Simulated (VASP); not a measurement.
Here is a VASP 6.6.1 calculation.

Contents of INCAR:

```
ALGO = Normal
DIPOL = 0.5 0.5 0.412
EDIFF = 1E-7
ENCUT = 520
GGA = PE
IDIPOL = 3
ISIF = 2
ISMEAR = 0
IVDW = 12
LASPH = T
LCHARG = F
LDIPOL = T
LREAL = F
LWAVE = F
NBANDS = 48
NELM = 100
PREC = Accurate
SIGMA = 0.05
```

KPOINTS

```
k-points
0
Gamma
  9 9 1
```

POSCAR

```
InSe
1.0
    4.0266104108      0.0000000000      0.0000000000
   -2.0133052054      3.4871469069      0.0000000000
    0.0000000000      0.0000000000     28.2707105452
Se In
4 4
Direct
    0.0000000000      0.0000000000      0.1591753413
    0.0000000000      0.0000000000      0.3496677332
    0.1111111111      0.2222222222      0.4738244994
    0.1111111111      0.2222222222      0.6643168913
    0.6666666667      0.3333333333      0.2049979888
    0.6666666667      0.3333333333      0.3038451603
   -0.5555555556     -0.1111111111      0.5196471469
   -0.5555555556     -0.1111111111      0.6184943184
```

Potentials or basis: VASP PAW PBE potentials, release 64 (Se, In_d).

The run is started by

```console
$ cat potpaw_PBE.64/Se/POTCAR potpaw_PBE.64/In_d/POTCAR > POTCAR
$ mpirun -np 1 vasp_std > vasp.out
```

Question: Predict the band gap on the k mesh.

Answer: 1.13 eV, indirect (least direct gap 1.19 eV).

Question: Estimate the dispersion energy per atom.

Answer: -0.249 eV.

Forces in eV/Å, atoms in the order of the input:
```
Se   0.000 -0.002 -0.011
Se   0.000 -0.048 -0.013
Se   0.000  0.048  0.013
Se   0.000  0.002  0.011
In   0.000 -0.004  0.011
In   0.000  0.007 -0.015
In   0.000 -0.007  0.015
In   0.000  0.004 -0.011
```

Caveat: spin-orbit coupling is left out, which moves the levels of the heavy elements.
